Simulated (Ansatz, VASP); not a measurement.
# Two plane-wave programs on Ta4C

```
CELL_PARAMETERS angstrom
2.84101 0.00000 0.00000
-0.94700 2.67853 0.00000
0.00000 0.00000 25.95903
ATOMIC_POSITIONS crystal
Ta 0.50000 0.50000 0.32744
Ta 0.00000 0.00000 0.41680
Ta 0.50000 0.50000 0.50585
Ta 0.00000 0.00000 0.59129
C 0.33333 0.66667 0.67986
```

Alike in both runs: task single point; functional PBEsol; k mesh 11 × 11 × 1; occupations gaussian, width 0.1 eV; no spin polarisation.

```csv
,VASP,Ansatz
version,VASP 6.6.1,Ansatz 0.2.0
potentials or method,"VASP PAW PBE potentials, release 64 (Ta_pv, C), cutoff 520 eV","scalar-relativistic, plane waves, PAW"
valence electrons in the cell,48,56
```

Ansatz gave:

```
gap on the k mesh at the Fermi level (eV) : none
rms of the force components (eV/Å)        : 1.046
```

Question: Which values does VASP return?

Answer: gap on the k mesh at the Fermi level (eV): none; rms of the force components (eV/Å): 1.045.

VASP's potentials were made for PBE, not for PBEsol. Atom by atom the forces differ by 0.003 eV/Å (rms over components). A gap of «none» marks a metal or a gap that the smearing closes. VASP's potentials hold 48 valence electrons a cell and Ansatz's 56, so a difference there can come from the potentials and not from the codes.

Spin-orbit coupling is off throughout.
